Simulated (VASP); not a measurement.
Crystal: Mg.

```
CELL_PARAMETERS angstrom
0.00000 3.11500 3.11500
3.11500 0.00000 3.11500
3.11500 3.11500 0.00000
ATOMIC_POSITIONS crystal
Mg 0.00000 0.00000 0.00000
Mg 0.25000 0.25000 0.25000
```

| Item | Value |
| --- | --- |
| Program | VASP 6.6.1 |
| Task | relaxation of cell and atoms |
| Functional | PBEsol |
| Potentials or basis | VASP PAW PBE potentials, release 64 (Mg) |
| Cutoff | 600 eV |
| k mesh | 6 × 6 × 6 |
| Occupations | gaussian, width 0.05 eV |
| Spin | no spin polarisation |

At the start: pressure 5.2 GPa; volume 30.23 Å³/atom.

How do energy, volume and symmetry change on relaxing?

Over 4 steps the energy falls by 121.7 meV/atom and the volume is 40.15 Å³/atom (+32.8 %); space group Fd-3m (No. 227, to 0.05 Å).

Step by step:
| step | energy change (eV) | largest force (eV/Å) | pressure (GPa) | volume (Å³) |
| --- | --- | --- | --- | --- |
| 1 | 0.0000 | 0.0000 | 5.18 | 60.45 |
| 2 | -0.1911 | 0.0000 | 1.89 | 69.41 |
| 3 | -0.2413 | 0.0000 | -0.28 | 82.30 |
| 4 | -0.2434 | 0.0000 | -0.05 | 80.30 |

Final structure:
```yaml
crystal:
  lattice:
    - [0.00000, 3.42419, 3.42419]
    - [3.42419, 0.00000, 3.42419]
    - [3.42419, 3.42419, 0.00000]
  atoms:
    - { symbol: Mg, position: [0.00000, 0.00000, 0.00000] }
    - { symbol: Mg, position: [0.25000, 0.25000, 0.25000] }
```

Caveat: the volume moved by over 15 % at a fixed basis, so the end points are rough; the PAW data sets were made with another functional, which shifts forces and pressure a little.
